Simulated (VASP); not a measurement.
A run of VASP 6.6.1:

INCAR

```
SYSTEM = LiSb2
PREC = Accurate
ENCUT = 520
EDIFF = 1E-6
ISMEAR = 0
SIGMA = 0.1
LREAL = .FALSE.
LASPH = .TRUE.
NELM = 80
ALGO = Normal
ISIF = 2
LWAVE = .FALSE.
LCHARG = .FALSE.
GGA = PE
IVDW = 12
NBANDS = 14
```

Contents of KPOINTS:

```
regular mesh
0
G
  6 6 6
  0 0 0
```

POSCAR

```
LiSb2
1.0
    1.8199693358      1.0507597859      6.1763201634
   -1.8199693358      1.0507597859      6.1763201634
    0.0000000000     -2.1015195718      6.1763201634
Li Sb
1 2
Direct
    0.5000000000      0.5000000000      0.5000000000
    0.7239116847      0.7239116847      0.7239116847
    0.2760883153      0.2760883153      0.2760883153
```

Potentials or basis: VASP PAW PBE potentials, release 64 (Li_sv, Sb).

Launch:

```console
$ cat potpaw_PBE.64/Li_sv/POTCAR potpaw_PBE.64/Sb/POTCAR > POTCAR
$ mpirun -np 1 vasp_std > vasp.out
```

Hardware: 1 thread of Intel(R) Xeon(R) Platinum 8375C CPU @ 2.90GHz (Ice Lake), on a shared host.

Estimate the wall time of this run.

Run time: 60 s on 1 thread of Intel(R) Xeon(R) Platinum 8375C CPU @ 2.90GHz (Ice Lake), with other jobs on the host, peak memory 0.34 GiB. Counts: scf iterations 12, k points 32.
